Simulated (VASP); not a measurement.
Write the native input for VASP 6.6.1 that does the following.

```
Task                   : single point
Functional             : PBE
Potentials or basis    : VASP PAW PBE potentials, release 64 (Zn, Si, N)
Cutoff                 : 600 eV
k mesh                 : 18 × 18 × 6
Occupations            : gaussian, width 0.1 eV
Spin                   : collinear spin, ferromagnetic start
Starting moments       : [0.0, 0.0, 0.0, 1.0] μB
Dipole correction      : no
Further INCAR settings : ALGO = Normal; EDIFF = 1e-06; NBANDS = 28
```

The structure of Zn2SiN lies in POSCAR:

```
Zn2SiN
1.0
    2.9277108621      0.0000000000      0.0000000000
   -1.4638554311      2.5354719815      0.0000000000
    0.0000000000      0.0000000000      8.4990281903
Zn Si N
2 1 1
Direct
    0.0000000000      0.0000000000      0.2827616471
    0.0000000000      0.0000000000      0.7172383529
    0.0000000000      0.0000000000      0.0000000000
    0.0000000000      0.0000000000      0.5000000000
```

The cell was generated, and may not be a known phase.

The input as run:

INCAR

```
ALGO = Normal ; EDIFF = 1E-6
ENCUT = 600 ; GGA = PE
GGA_COMPAT = False ; ISIF = 2
ISMEAR = 0 ; ISPIN = 2
LASPH = True ; LCHARG = True
LELF = True ; LORBIT = 11
LREAL = False ; LVHAR = True
LWAVE = False ; MAGMOM = 0 0 0 1
NBANDS = 28 ; NELM = 200
PREC = Accurate ; SIGMA = 0.1
```

KPOINTS

```
k-points
0
Gamma
  18 18 6
```

Potentials or basis: VASP PAW PBE potentials, release 64 (Zn, Si, N).

Launch:

```console
$ cat potpaw_PBE.64/Zn/POTCAR potpaw_PBE.64/Si/POTCAR potpaw_PBE.64/N/POTCAR > POTCAR
$ mpirun -np 1 vasp_std > vasp.out
```

Results of the run:

| Item | Value |
| --- | --- |
| Pressure | 0.4 GPa |
| Largest force | 0.093 eV/Å |
| Net moment | 1.20 μB per cell |
| Site moments | Zn +0.01; Si -0.01; N +0.88 μB |
| Valence electrons inside the program's atomic spheres | Zn 10.85; Si 1.55; N 3.52 |

Run time: 4.1 min on 1 thread of Intel(R) Xeon(R) 6975P-C (Granite Rapids), on a shared host, peak memory 0.57 GiB.
